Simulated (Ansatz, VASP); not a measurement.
SrTiO3 in VASP and in Ansatz

Contents of INCAR:

```
PREC = Accurate
ENCUT = 520
EDIFF = 1E-6
ISMEAR = 0
SIGMA = 0.05
LREAL = False
LASPH = True
NELM = 100
ALGO = Normal
ISIF = 2
LWAVE = False
LCHARG = False
GGA = PE
NBANDS = 28
```

KPOINTS

```
regular mesh
0
Gamma
  8 8 8
```

The input POSCAR:

```
SrTiO3
1.0
    3.9364094381      0.0000000000      0.0000000000
    0.0000000000      3.9364094381      0.0000000000
    0.0000000000      0.0000000000      3.9364094381
Sr Ti O
1 1 3
Direct
   -0.0106234921      0.0000000000      0.0000000000
    0.5210864700      0.5000000000      0.5000000000
   -0.0046729415      0.5000000000      0.5000000000
    0.4998827023      0.0000000000      0.5000000000
    0.4998827023      0.5000000000      0.0000000000
```

Input for Ansatz:

```yaml
crystal:
  lattice:
    - [3.9364094381, 0.0, 0.0]
    - [0.0, 3.9364094381, 0.0]
    - [0.0, 0.0, 3.9364094381]
  atoms:
    - { symbol: Sr, position: [-0.0106234921, 0.0, 0.0] }
    - { symbol: Ti, position: [0.52108647, 0.5, 0.5] }
    - { symbol: O, position: [-0.0046729415, 0.5, 0.5] }
    - { symbol: O, position: [0.4998827023, 0.0, 0.5] }
    - { symbol: O, position: [0.4998827023, 0.5, 0.0] }
basis:
  ecutwfc: 520.0
kpoints:
  mp_grid: { grid: [8, 8, 8] }
hamiltonian:
  xc: pbe
  pseudopotentials: { kind: paw, azcp: { folder: soft_1 } }
scf:
  occupations: { method: gaussian, width: 0.05 }
output:
  forces: true
  stress: true
  eigenvalues: true
```

Change from the starting cell: mode 1 frozen in at -0.038 Å and mode 7 at -0.058 Å (largest displacements).

Alike in both runs: task single point; functional PBE; k mesh 8 × 8 × 8; occupations gaussian, width 0.05 eV; no spin polarisation.

|  | VASP | Ansatz |
| --- | --- | --- |
| version | VASP 6.6.1 | Ansatz 0.2.0 |
| potentials or method | VASP PAW PBE potentials, release 64 (Sr_sv, Ti_sv, O), cutoff 520 eV | scalar-relativistic, plane waves, PAW |
| valence electrons in the cell | 40 | 40 |

VASP gave:

| Quantity | Value |
| --- | --- |
| gap on the k mesh at the Fermi level (eV) | 1.83 |
| least direct gap on the mesh (eV) | 2.30 |
| pressure (GPa) | 1.5 |
| traceless stress, the component that is largest in VASP (GPa) | 0.98 |
| rms of the force components (eV/Å) | 0.138 |

Task: What did Ansatz give for the same quantities?

Result: gap on the k mesh at the Fermi level (eV): 1.86; least direct gap on the mesh (eV): 2.32; pressure (GPa): 0.8; traceless stress, the component that is largest in VASP (GPa): 0.94; rms of the force components (eV/Å): 0.126.

Atom by atom the forces differ by 0.017 eV/Å (rms over components). With one functional, cell and mesh, what is left measures potentials, basis and numerics.
